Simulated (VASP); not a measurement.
A run of VASP 6.6.1 is set up as follows.

INCAR

```
SYSTEM = Se
PREC = Accurate
ENCUT = 520
EDIFF = 1E-6
ISMEAR = -1
SIGMA = 0.08
LREAL = .False.
LASPH = .True.
NELM = 100
ALGO = Normal
ISIF = 2
LWAVE = .False.
LCHARG = .True.
GGA = PE
LELF = .True.
LVHAR = .True.
NBANDS = 9
```

The input KPOINTS:

```
regular mesh
0
Gamma
  15 15 15
  0 0 0
```

File POSCAR:

```
Se
1.0
    2.1679268706      0.0000000000      0.0000000000
    0.0000000000      2.1679268706      0.0000000000
    0.0000000000      0.0000000000      2.1679268706
Se
1
Direct
    0.0000000000      0.0000000000      0.0000000000
```

Potentials or basis: VASP PAW PBE potentials, release 64 (Se).

Command:

```bash
$ cat potpaw_PBE.64/Se/POTCAR > POTCAR
$ mpirun -np 1 vasp_std > vasp.out
```

**Question.** Predict the band gap on the k mesh.

**Answer.** Zero (band 3 reaches 26.12 eV, above the bottom of band 4 at 14.73 eV).

**Question.** Estimate the pressure.

**Answer.** 283.4 GPa.
